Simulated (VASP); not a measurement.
Wanted: the native input for a VASP 6.6.1 run.

```yaml
Task: single point
Functional: r2SCAN
Potentials_or_basis: VASP PAW PBE potentials, release 64 (La, Si, Fe)
Cutoff: 520 eV
k_mesh: 7 × 7 × 7
Occupations: gaussian, width 0.0203 eV
Spin: no spin polarisation
Dipole_correction: no
Further_INCAR_settings: ALGO = Normal; EDIFF = 1e-07; NBANDS = 26
```

Crystal: LaFe2Si2.

```
La Si Fe
1.0
     0.00000    4.10525    0.00000
     4.10525    0.00000    0.00000
     2.05263    2.05263   -5.11804
La Si Fe
1 2 2
Cartesian
  0.0000 0.0000 0.0000
  2.0526 2.0526 -1.3839
  4.1053 4.1053 -3.7341
  2.0526 4.1053 -2.5590
  4.1053 2.0526 -2.5590
```

The input as run:

POSCAR

```
LaFe2Si2
1.0
    0.0000000000      4.1052550000      0.0000000000
    4.1052550000      0.0000000000      0.0000000000
    2.0526270000      2.0526270000     -5.1180410000
La Si Fe
1 2 2
Direct
    0.0000000000      0.0000000000      0.0000000000
    0.3648000000      0.3648000000      0.2704000000
    0.6352000000      0.6352000000      0.7296000000
    0.7500000000      0.2500000000      0.5000000000
    0.2500000000      0.7500000000      0.5000000000
```

INCAR.step1

```
SYSTEM = LaFe2Si2
ALGO = Normal
EDIFF = 1E-4
ENCUT = 520
GGA = PE
ISMEAR = 0
LASPH = .TRUE.
LCHARG = .FALSE.
LREAL = .FALSE.
LWAVE = .TRUE.
NBANDS = 26
NELM = 100
PREC = Accurate
SIGMA = 0.0203
```

INCAR.step2

```
SYSTEM = LaFe2Si2
ALGO = Normal
EDIFF = 1E-7
ENCUT = 520
ISIF = 2
ISMEAR = 0
ISTART = 1
LASPH = .TRUE.
LCHARG = .FALSE.
LMIXTAU = .TRUE.
LREAL = .FALSE.
LWAVE = .FALSE.
METAGGA = R2SCAN
NBANDS = 26
NELM = 100
PREC = Accurate
SIGMA = 0.0203
```

KPOINTS

```
k-points
0
G
  7 7 7
  0 0 0
```

Potentials or basis: VASP PAW PBE potentials, release 64 (La, Si, Fe).

The run is started by

```bash
$ cat potpaw_PBE.64/La/POTCAR potpaw_PBE.64/Si/POTCAR potpaw_PBE.64/Fe/POTCAR > POTCAR
$ cp INCAR.step1 INCAR
$ mpirun -np 1 vasp_std > vasp.out
$ cp INCAR.step2 INCAR
$ mpirun -np 1 vasp_std > vasp.out
```

It gave:

```
Pressure      : -10.1 GPa
Largest force : 1.469 eV/Å
```

Caveat: the PAW data sets were made with another functional, which shifts forces and pressure a little.

Run time: 12 min on 1 thread of AMD EPYC 7R43 64-Core Processor (Zen 3) (shared host), peak memory 0.26 GiB.
